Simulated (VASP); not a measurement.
# Ga2Sb2CO: single point with PBE+D3(BJ)

The system is Ga2Sb2CO, a slab with vacuum.

```xyz
6
Lattice="4.3344 0.0000 0.0000 -2.1672 3.7537 0.0000 0.0000 0.0000 23.6197" Properties=species:S:1:pos:R:3 pbc="T T T"
Sb    0.0000    0.0000    4.0000
Sb    0.0000    2.5025    7.6992
Ga    0.0000    2.5025    4.8848
Ga    2.1672    1.2512    8.4697
O     2.1672    2.9195   11.8697
C     2.1672    2.9195   13.0197
```

```
Program             : VASP 6.6.1
Task                : single point
Functional          : PBE
Dispersion          : D3(BJ)
Potentials or basis : VASP PAW PBE potentials, release 64 (Sb, Ga_d, O, C)
Cutoff              : 520 eV
k mesh              : 6 × 6 × 1
Occupations         : gaussian, width 0.1 eV
Spin                : no spin polarisation
```

```yaml
Largest_force: 0.696 eV/Å
Band_gap_on_the_k_mesh: 0.04 eV (least direct gap 0.14 eV)
Dispersion_energy_per_atom: -0.164 eV
```

Forces in eV/Å, atoms in the order of the input:
```
Sb   0.000  0.000  0.166
Sb   0.000 -0.004 -0.014
Ga   0.000  0.000 -0.143
Ga   0.000 -0.005  0.016
O    0.000  0.012  0.671
C    0.000 -0.004 -0.696
```

Levels at points of the mesh, in eV from the valence-band top:
```csv
k point,band 19,band 20,band 21,band 22,band 23,band 24,band 25,band 26,band 27,band 28
"(0.00, 0.00, 0.00)",-2.10,-1.13,-1.13,0.00,0.00,0.14,0.88,1.45,1.46,1.75
"(0.50, 0.00, 0.00)",-5.69,-2.53,-2.47,-1.30,-1.19,0.41,0.69,1.18,1.32,1.67
"(0.00, 0.50, 0.00)",-5.69,-2.52,-2.47,-1.30,-1.19,0.37,0.71,1.18,1.32,1.66
```

Wall time 2.9 min on 1 thread of Intel(R) Xeon(R) 6975P-C (Granite Rapids), with other jobs on the host, peak memory 0.56 GiB.

Caveat: spin-orbit coupling is left out, which moves the levels of the heavy elements.
